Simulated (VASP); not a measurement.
A run of VASP 6.6.1 is set up as follows.

Contents of INCAR:

```
PREC = Accurate
ENCUT = 520
EDIFF = 1E-7
ISMEAR = 0
SIGMA = 0.01
LREAL = F
LASPH = T
NELM = 80
ALGO = Normal
ISIF = 2
LWAVE = F
LCHARG = F
NBANDS = 12
```

KPOINTS

```
Automatic mesh
0
Gamma
  10 10 10
```

POSCAR

```
LiF
1.0
    0.0000000000      1.9673982056      1.9673982056
    1.9673982056      0.0000000000      1.9673982056
    1.9673982056      1.9673982056      0.0000000000
Li F
1 1
Direct
    0.0000000000      0.0000000000      0.0000000000
    0.5000000000      0.5000000000      0.5000000000
```

Potentials or basis: VASP PAW LDA potentials, release 64 (Li_sv, F).

The run is started by

```sh
$ cat potpaw_LDA.64/Li_sv/POTCAR potpaw_LDA.64/F/POTCAR > POTCAR
$ mpirun -np 1 vasp_std > vasp.out
```

(1) Estimate the band gap on the k mesh.

## Answers

(1) 9.49 eV, direct.
